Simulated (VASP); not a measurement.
# C (P6_3/mmc) in VASP: a series of runs

Runs on C. Level: LDA. Tasks: relaxation of the atoms, single point.

Program: VASP 6.6.1. These are calculated values, not measurements. Logs are shortened: lines on timing, memory, paths and dates and some standing lists are left out, and cuts for length are marked.

### Step 1. The cell of the first run

It takes space group P6_3/mmc (No. 194, hexagonal). Conventional cell: a = 2.548 Å, b = 2.548 Å, c = 4.198 Å, α = 90.00°, β = 90.00°, γ = 120.00°. Within 2.1 Å of C (site symmetry 3m) lie 4 C at 1.56 to 1.57 Å.

### Step 2. Relaxation of the atoms, LDA (strained cell)

File INCAR:

```
PREC = Accurate
ENCUT = 520
EDIFF = 1E-6
ISMEAR = 0
SIGMA = 0.02
LREAL = F
LASPH = T
NELM = 100
ALGO = Normal
ISIF = 2
LWAVE = F
LCHARG = F
IBRION = 2
NSW = 60
EDIFFG = -0.002
```

File KPOINTS:

```
Automatic mesh
0
Gamma
  9 9 6
```

File POSCAR:

```
C
1.0
    2.5482155795      0.0000000000      0.0000000000
   -1.2741077897      2.2068194262      0.0000000000
    0.0000000000      0.0000000000      4.1979202822
C
4
Direct
    0.3333333333      0.6666666667     -0.0001691602
    0.6666666667      0.3333333333      0.4998308398
    0.3333333333      0.6666666667      0.3741691602
    0.6666666667      0.3333333333      0.8741691602
```

Potentials or basis: VASP PAW LDA potentials, release 64 (C).

Started as:

```console
> cat potpaw_LDA.64/C/POTCAR > POTCAR
> mpirun -np 1 vasp_std > vasp.out
```

OUTCAR:

```text
PREC = Accurate
   ENCUT = 520
   EDIFF = 1E-6
   ISMEAR = 0
   LREAL = F
   LASPH = T
   NELM = 100
   ISIF = 2
   IBRION = 2
   NSW = 60
   EDIFFG = -0.002

 ion  position               nearest neighbor table
   1  0.333  0.667  1.000-   4 1.56   4 1.56   4 1.56   3 1.57
   2  0.667  0.333  0.500-   3 1.56   3 1.56   3 1.56   4 1.57
   3  0.333  0.667  0.374-   2 1.56   2 1.56   2 1.56   1 1.57
   4  0.667  0.333  0.874-   1 1.56   1 1.56   1 1.56   2 1.57

  LATTYP: Found a hexagonal cell.
 ALAT       =     2.5482155795
 C/A-ratio  =     1.6473960508

  Lattice vectors:

 A1 = (   2.5482155795,   0.0000000000,   0.0000000000)
 A2 = (  -1.2741077897,   2.2068194262,   0.0000000000)
 A3 = (   0.0000000000,   0.0000000000,   4.1979202822)

Analysis of symmetry for initial positions (statically):
=====================================================================
 Subroutine PRICEL returns:
 Original cell was already a primitive cell.

 Routine SETGRP: Setting up the symmetry group for a
 hexagonal supercell.

 Subroutine GETGRP returns: Found 24 space group operations
 (whereof  6 operations were pure point group operations)
 out of a pool of 24 trial point group operations.

The static configuration has the point symmetry C_3v.
 The point group associated with its full space group is D_6h.

Analysis of symmetry for dynamics (positions and initial velocities):
=====================================================================
 Subroutine PRICEL returns:
 Original cell was already a primitive cell.

 Routine SETGRP: Setting up the symmetry group for a
 hexagonal supercell.

 Subroutine GETGRP returns: Found 24 space group operations
 (whereof  6 operations were pure point group operations)
 out of a pool of 24 trial point group operations.

The dynamic configuration has the point symmetry C_3v.
 The point group associated with its full space group is D_6h.

 Subroutine INISYM returns: Found 24 space group operations
 (whereof  6 operations are pure point group operations),
 and found     1 'primitive' translations

----------------------------------------------------------------------------------------

                                     Primitive cell

  volume of cell :      23.6068

  direct lattice vectors                    reciprocal lattice vectors
     2.548215579  0.000000000  0.000000000     0.392431476  0.226570418  0.000000000
    -1.274107790  2.206819426  0.000000000     0.000000000  0.453140836  0.000000000
     0.000000000  0.000000000  4.197920282     0.000000000  0.000000000  0.238213194

  length of vectors
     2.548215579  2.548215580  4.197920282     0.453140836  0.453140836  0.238213194

  position of ions in fractional coordinates (direct lattice)
     0.333333333  0.666666667  0.999830840
     0.666666667  0.333333333  0.499830840
     0.333333333  0.666666667  0.374169160
     0.666666667  0.333333333  0.874169160

  ion indices of the primitive-cell ions
   primitive index   ion index
                 1           1
                 2           2
                 3           3
                 4           4

----------------------------------------------------------------------------------------

 KPOINTS: Automatic mesh

Automatic generation of k-mesh.
 Grid dimensions read from file:
 generate k-points for:    9    9    6

 Generating k-lattice:

  Cartesian coordinates                     Fractional coordinates (reciprocal lattice)
     0.043603497  0.025174491  0.000000000     0.111111111  0.000000000  0.000000000
     0.000000000  0.050348982  0.000000000     0.000000000  0.111111111  0.000000000
     0.000000000  0.000000000  0.039702199     0.000000000  0.000000000  0.166666667

  Length of vectors
     0.050348982  0.050348982  0.039702199

  Shift w.r.t. Gamma in fractional coordinates (k-lattice)
     0.000000000  0.000000000  0.000000000

 Subroutine IBZKPT returns following result:
 ===========================================

 Found     48 irreducible k-points:

 Following reciprocal coordinates:
            Coordinates               Weight
  0.000000  0.000000  0.000000      1.000000
  0.111111  0.000000  0.000000      6.000000
  0.222222  0.000000  0.000000      6.000000
  0.333333  0.000000  0.000000      6.000000
  0.444444  0.000000  0.000000      6.000000
  0.111111  0.111111  0.000000      6.000000
[... 16 lines left out ...]
  0.333333  0.222222  0.166667     24.000000
  0.333333  0.333333  0.166667      4.000000
 [... further k-points ...]
   k-points           NKPTS =     48   k-points in BZ     NKDIM =     48   number of bands    NBANDS=     12
   number of dos      NEDOS =    301   number of ions     NIONS =      4
   total plane-waves  NPLWV =  12800
   dimension x,y,z NGX =    20 NGY =   20 NGZ =   32
   dimension x,y,z NGXF=    40 NGYF=   40 NGZF=   64
   ions per type =               4
   NGX,Y,Z   is equivalent  to a cutoff of  13.05, 13.05, 12.67 a.u.
   NGXF,Y,Z  is equivalent  to a cutoff of  26.10, 26.10, 25.35 a.u.
 SYSTEM =  unknown system
   PREC   = accura    normal or accurate (medium, high low for compatibility)
   ISTART =      0    job   : 0-new  1-cont  2-samecut
   ICHARG =      2    charge: 1-file 2-atom 10-const
   ISPIN  =      1    spin polarized calculation?
   LNONCOLLINEAR =      F non collinear calculations
   LSORBIT =      F    spin-orbit coupling
   LASPH  =      T    aspherical Exc in radial PAW
   ENCUT  =  520.0 eV  38.22 Ry    6.18 a.u.   4.74  4.74  7.81*2*pi/ulx,y,z
   NELM   =    100;   NELMIN=  2; NELMDL= -5     # of ELM steps
   EDIFF  = 0.1E-05   stopping-criterion for ELM
   LREAL  =      F    real-space projection
   EDIFFG = -.2E-02   stopping-criterion for IOM
   NSW    =     60    number of steps for IOM
   IBRION =      2    ionic relax: 0-MD 1-quasi-New 2-CG
   NFREE  =      1    steps in history (QN), initial steepest desc. (CG)
   ISIF   =      2    stress and relaxation
   ISYM   =      2    0-nonsym 1-usesym 2-fastsym
   POTIM  = 0.5000    time-step for ionic-motion
   TEBEG  =    0.0;   TEEND  =   0.0 temperature during run
   PSTRESS=    0.0 pullay stress
   NELECT =      16.0000    total number of electrons
   NUPDOWN=      -1.0000    fix difference up-down
   EMIN   =  10.00;   EMAX   =-10.00  energy-range for DOS
   EFERMI =   0.00;   METHOD = LEGACY
   ISMEAR =     0;   SIGMA  =   0.02  broadening in eV -4-tet -1-fermi 0-gaus
   EFERMI_NEDOS =   21; number of points for ismear=-14 and -15
   IALGO  =     38    algorithm
   IMIX   =      4    mixing-type and parameters
     AMIX     =   0.40;   BMIX     =  1.00
     AMIX_MAG =   1.60;   BMIX_MAG =  1.00
  volume/ion in A,a.u.               =       5.90        39.83
  Fermi-wavevector in a.u.,A,eV,Ry     =   1.438034  2.717490 28.136050  2.067941
  Thomas-Fermi vector in A             =   2.557045
   LORBIT       =      0    0 simple, 1 ext, 2 COOP (PROOUT), +10 PAW based schemes
   GGA     = CA    functional components
   LHFCALC =     F    Hartree Fock is set to
   AEXX    =    0.0000 exact exchange contribution
   IVDW    =     0    specifies the selected vdW correction
   LEPSILON=     F    determine dielectric tensor
   LRPA    =     F    only Hartree local field effects (RPA)
 conjugate gradient relaxation of ions
 non-spin polarized calculation
 Gauss-broadening in eV      SIGMA  =   0.02
  energy-cutoff  :      520.00
  volume of cell :       23.61
 maximum number of plane-waves:       652
 NGX is ok and might be reduce to    20
   NGX =  9   NGY =  9   NGZ = 15

--------------------------------------- Ionic step        1  -------------------------------------------

 number of electron      16.0000000 magnetization

 Free energy of the ion-electron system (eV)
  ---------------------------------------------------
  ext. energy  EPLUGINS =         0.00000000
  ---------------------------------------------------
  free energy    TOTEN  =       -40.26267849 eV

  energy without entropy =      -40.26267849  energy(sigma->0) =      -40.26267849

------------------------ aborting loop because EDIFF is reached ----------------------------------------

  FORCE on cell =-STRESS in cart. coord.  units (eV):
  Direction    XX          YY          ZZ          XY          YZ          ZX
  --------------------------------------------------------------------------------------
  -------------------------------------------------------------------------------------
  Total       -4.4560804     -4.4560804     -2.6422014     -0.0000000      0.0000000     -0.0000000
  in kB     -302.4310980   -302.4310980   -179.3243812     -0.0000000      0.0000000     -0.0000000
  external PRESSURE =    -261.3955257 kB  Pullay stress =       0.0000000 kB
[... 61 lines left out ...]
  energy  without entropy=      -40.2622073628  energy(sigma->0) =      -40.26220736

--------------------------------------- Ionic step        3  -------------------------------------------

 number of electron      16.0000000 magnetization

 Free energy of the ion-electron system (eV)
  ---------------------------------------------------
  ext. energy  EPLUGINS =         0.00000000
  ---------------------------------------------------
  free energy    TOTEN  =       -40.26279598 eV

  energy without entropy =      -40.26279598  energy(sigma->0) =      -40.26279598

 E-fermi :   9.6106     XC(G=0): -13.3019

 val. band max:        9.4228643366   @ k =   0.0000   0.0000   0.0000
 cond. band min:      12.6869354617   @ k =   0.3333   0.3333   0.0000
 fundamental gap:      3.2640711251
 Fermi energy:         9.6106179514

 k-point     1 :       0.0000    0.0000    0.0000
  band No.  band energies     occupation
      1     -11.6665      2.00000
      2      -6.1071      2.00000
      3      -3.8049      2.00000
      4       6.3710      2.00000
      5       6.3710      2.00000
      6       8.9852      2.00000
      7       9.4229      2.00000
      8       9.4229      2.00000
      9      14.1634      0.00000
     10      14.1634      0.00000
     11      14.8677      0.00000
     12      16.9688      0.00000
[... 331 lines left out ...]
 k-point    24 :       0.3333    0.3333    0.1667
  band No.  band energies     occupation
      1      -4.6292      2.00000
      2      -4.6292      2.00000
      3      -1.1377      2.00000
      4      -0.7126      2.00000
      5      -0.7126      2.00000
      6       2.3187      2.00000
      7       3.3875      2.00000
      8       3.3875      2.00000
      9      13.5061      0.00000
     10      19.5544      0.00000
     11      19.5544      0.00000
     12      21.2333      0.00000

 [... further k-points ...]

------------------------ aborting loop because EDIFF is reached ----------------------------------------

  FORCE on cell =-STRESS in cart. coord.  units (eV):
  Direction    XX          YY          ZZ          XY          YZ          ZX
  --------------------------------------------------------------------------------------
  -------------------------------------------------------------------------------------
  Total       -4.4566528     -4.4566528     -2.6394156     -0.0000000      0.0000000     -0.0000000
  in kB     -302.4699512   -302.4699512   -179.1353126     -0.0000000      0.0000000     -0.0000000
  external PRESSURE =    -261.3584050 kB  Pullay stress =       0.0000000 kB
[... 19 lines left out ...]
  FREE ENERGIE OF THE ION-ELECTRON SYSTEM (eV)
  ---------------------------------------------------
  free  energy   TOTEN  =       -40.2627959802 eV

  energy  without entropy=      -40.2627959802  energy(sigma->0) =      -40.26279598

 reached required accuracy - stopping structural energy minimisation
```

Run time: 7 s. Hardware: 1 thread of Intel Xeon 6975P-C (Granite Rapids), shared host; peak memory 0.12 GiB.

What came out:

```
Free energy               : -40.2628 eV
Energy gained by relaxing : 0.0 meV/atom
Ionic steps               : 3
Pressure after relaxing   : -26.1 GPa
Band gap on the k mesh    : 3.26 eV, indirect (least direct gap 4.74 eV)
```

Step by step:
| step | energy change (eV) | largest force (eV/Å) | pressure (GPa) |
| --- | --- | --- | --- |
| 1 | 0.0000 | 0.0629 | -26.14 |
| 2 | 0.0005 | 0.1399 | -26.10 |
| 3 | -0.0001 | 0.0003 | -26.14 |

Final structure:
```xyz
4
Lattice="2.5482 0.0000 0.0000 -1.2741 2.2068 0.0000 0.0000 0.0000 4.1979" Properties=species:S:1:pos:R:3 pbc="T T T"
C     0.0000    1.4712    4.1963
C     1.2741    0.7356    2.0973
C     0.0000    1.4712    1.5717
C     1.2741    0.7356    3.6706
```

Caveat: the cell differs from its parent crystal (strained cell).

### Step 3. Single point, LDA (strained cell)

File INCAR:

```
SYSTEM = C
PREC = Accurate
ENCUT = 910
EDIFF = 1E-6
ISMEAR = 0
SIGMA = 0.02
LREAL = .False.
LASPH = .True.
NELM = 120
ALGO = Normal
ISIF = 2
LWAVE = .False.
LCHARG = .False.
NBANDS = 16
GGA_COMPAT = .False.
```

File KPOINTS:

```
Automatic mesh
0
Gamma
  9 9 6
  0 0 0
```

Changes to POSCAR since step 2:

```diff
@@ -2,4 +2,4 @@
 1.0
-    2.5482155795      0.0000000000      0.0000000000
-   -1.2741077897      2.2068194262      0.0000000000
+    2.4737245029      0.0000000000      0.0000000000
+   -1.2368622514      2.1423082615      0.0000000000
     0.0000000000      0.0000000000      4.1979202822
```

Potentials or basis: VASP PAW LDA potentials, release 64 (C_h).

Started as:

```console
> cat potpaw_LDA.64/C_h/POTCAR > POTCAR
> mpirun -np 1 vasp_std > vasp.out
```

It took 15 s on 1 thread of AMD EPYC 9R45 (Zen 5), shared host; peak memory 0.12 GiB.

It converged, with:

```yaml
Free_energy: -40.4109 eV
Pressure: -2.5 GPa
Largest_force: 0.007 eV/Å
Band_gap_on_the_k_mesh: 3.02 eV, indirect (least direct gap 4.82 eV)
```

Forces in eV/Å, atoms in the order of the input:
```
C    0.000  0.000  0.007
C    0.000  0.000  0.007
C    0.000  0.000 -0.007
C    0.000  0.000 -0.007
```

Stress tensor (GPa, compression positive):
```
  5.65   0.00   0.00
  0.00   5.65   0.00
  0.00   0.00 -18.87
```

Levels at points of the mesh, in eV from the valence-band top:
| k point | band 4 | band 5 | band 6 | band 7 | band 8 | band 9 | band 10 | band 11 | band 12 | band 13 |
| --- | --- | --- | --- | --- | --- | --- | --- | --- | --- | --- |
| (0.00, 0.00, 0.00) | -2.93 | -2.93 | -0.52 | 0.00 | 0.00 | 4.82 | 5.20 | 5.20 | 9.04 | 9.59 |
| (0.00, 0.00, 0.50) | -7.30 | -1.74 | -1.74 | -1.74 | -1.74 | 7.39 | 7.39 | 7.39 | 7.39 | 8.06 |

Caveat: the cell differs from its parent crystal (strained cell); the cutoff is under 1.25 times the usual one of these potentials, so pressure, stress and relaxed cells hold a basis-set (Pulay) error. A k mesh can miss the band edges.

### Step 4. Single point, LDA

This run uses another cell than the first one, of 5.60 Å³/atom, 0.949 times its volume.

File INCAR:

```
SYSTEM = C
PREC = Accurate ; ENCUT = 910
EDIFF = 1E-6 ; ISMEAR = 0
SIGMA = 0.01 ; LREAL = .False.
LASPH = .True. ; NELM = 120
ALGO = Normal ; ISIF = 2
LWAVE = .False. ; LCHARG = .False.
GGA = CA ; NBANDS = 16
GGA_COMPAT = .False.
```

KPOINTS is that of step 3.

File POSCAR:

```
C
1.0
    2.4825110139      0.0000000000      0.0000000000
   -1.2412555070      2.1499176032      0.0000000000
    0.0000000000      0.0000000000      4.1979202822
C
4
Direct
    0.3333333333      0.6666666667     -0.0002181980
    0.6666666667      0.3333333333      0.4997818020
    0.3333333333      0.6666666667      0.3742181980
    0.6666666667      0.3333333333      0.8742181980
```

Started as:

```console
> cat potpaw_LDA.64/C_h/POTCAR > POTCAR
> mpirun -np 1 vasp_std > vasp.out
```

It used 36 s of CPU time on 1 thread of AMD EPYC 7R13 Processor (Zen 3), with other jobs on the host.

Results (log left out):

| Quantity | Value |
| --- | --- |
| Free energy | -40.4146 eV |
| Pressure | -5.8 GPa |
| Largest force | 0.007 eV/Å |
| Band gap on the k mesh | 3.05 eV, indirect (least direct gap 4.90 eV) |

Forces on the atoms (eV/Å):
```
C    0.000  0.000  0.007
C    0.000  0.000  0.007
C    0.000  0.000 -0.007
C    0.000  0.000 -0.007
```

Stress tensor (GPa, compression positive):
```
  0.77   0.00   0.00
  0.00   0.77   0.00
  0.00   0.00 -18.88
```

Levels at points of the mesh, in eV from the valence-band top:
```csv
k point,band 5,band 6,band 7,band 8,band 9,band 10,band 11,band 12
"(0.00, 0.00, 0.00)",-2.94,-0.50,0.00,0.00,4.90,5.14,5.14,8.86
"(0.00, 0.00, 0.50)",-1.75,-1.75,-1.75,-1.75,7.34,7.34,7.34,7.34
```

Caveat: the cutoff is under 1.25 times the usual one of these potentials, so pressure, stress and relaxed cells hold a basis-set (Pulay) error. LDA gaps usually lie below the measured ones, often by a third to a half.

### Step 5. Single point, LDA (strained cell)

File INCAR:

```
SYSTEM = C
ALGO = Normal
EDIFF = 1E-6
ENCUT = 910
GGA = CA
GGA_COMPAT = .FALSE.
ISIF = 2
ISMEAR = 0
LASPH = .TRUE.
LCHARG = .TRUE.
LELF = .TRUE.
LREAL = .FALSE.
LVHAR = .TRUE.
LWAVE = .FALSE.
NBANDS = 16
NELM = 120
PREC = Accurate
SIGMA = 0.02
```

File KPOINTS:

```
k-points
0
G
  9 9 6
  0 0 0
```

Changes to POSCAR since step 4:

```diff
@@ -2,4 +2,4 @@
 1.0
-    2.4825110139      0.0000000000      0.0000000000
-   -1.2412555070      2.1499176032      0.0000000000
+    2.4823635744      0.0000000000      0.0000000000
+   -1.2411817872      2.1497899169      0.0000000000
     0.0000000000      0.0000000000      4.1979202822
```

Started as:

```console
> cat potpaw_LDA.64/C_h/POTCAR > POTCAR
> mpirun -np 1 vasp_std > vasp.out
```

Run time: 12 s. Hardware: 1 thread of Intel Xeon Platinum 8559C (Emerald Rapids), shared host; peak memory 0.15 GiB.

Results (log left out):

```yaml
Free_energy: -40.4146 eV
Pressure: -5.7 GPa
Largest_force: 0.007 eV/Å
Band_gap_on_the_k_mesh: 3.05 eV, indirect (least direct gap 4.89 eV)
```

Forces on the atoms (eV/Å):
```
C    0.000  0.000  0.007
C    0.000  0.000  0.007
C    0.000  0.000 -0.007
C    0.000  0.000 -0.007
```

Stress tensor (GPa, compression positive):
```
  0.85   0.00   0.00
  0.00   0.85   0.00
  0.00   0.00 -18.88
```

Levels at points of the mesh, in eV from the valence-band top:
```csv
k point,band 5,band 6,band 7,band 8,band 9,band 10,band 11,band 12
"(0.00, 0.00, 0.00)",-2.94,-0.50,0.00,0.00,4.89,5.15,5.15,8.86
"(0.00, 0.00, 0.50)",-1.75,-1.75,-1.75,-1.75,7.35,7.35,7.35,7.35
```

Caveat: the cell differs from its parent crystal (strained cell); the cutoff is under 1.25 times the usual one of these potentials, so pressure, stress and relaxed cells hold a basis-set (Pulay) error.

### Step 6. The runs side by side

| task | potentials or basis | cell | cutoff (eV) | smearing | second run | gap on the mesh (eV) | pressure (GPa) | largest force (eV/Å) |
| --- | --- | --- | --- | --- | --- | --- | --- | --- |
| relaxation of the atoms | VASP PAW LDA potentials, release 64 (C) | atoms relaxed from a = 2.548, b = 2.548, c = 4.198 Å, angles 90.0, 90.0, 120.0°, 4 atoms | 520 | gaussian 0.02 eV | - | 3.26 | -26.1 | - |
| single point | VASP PAW LDA potentials, release 64 (C_h) | a = 2.474, b = 2.474, c = 4.198 Å, angles 90.0, 90.0, 120.0°, 4 atoms | 910 | gaussian 0.02 eV | hard_potentials | 3.02 | -2.5 | 0.01 |
| single point | VASP PAW LDA potentials, release 64 (C_h) | a = 2.483, b = 2.483, c = 4.198 Å, angles 90.0, 90.0, 120.0°, 4 atoms | 910 | gaussian 0.01 eV | hard_potentials | 3.05 | -5.8 | 0.01 |
| single point | VASP PAW LDA potentials, release 64 (C_h) | a = 2.482, b = 2.482, c = 4.198 Å, angles 90.0, 90.0, 120.0°, 4 atoms | 910 | gaussian 0.02 eV | hard_potentials | 3.05 | -5.7 | 0.01 |

Alike in all rows: level LDA; no spin polarisation; k mesh 9 × 9 × 6.

Caveats: the cutoff is under 1.25 times the usual one of these potentials, so pressure, stress and relaxed cells hold a basis-set (Pulay) error (some runs).

Total energies depend on the potentials used, so only differences within one code and one set of settings carry meaning.
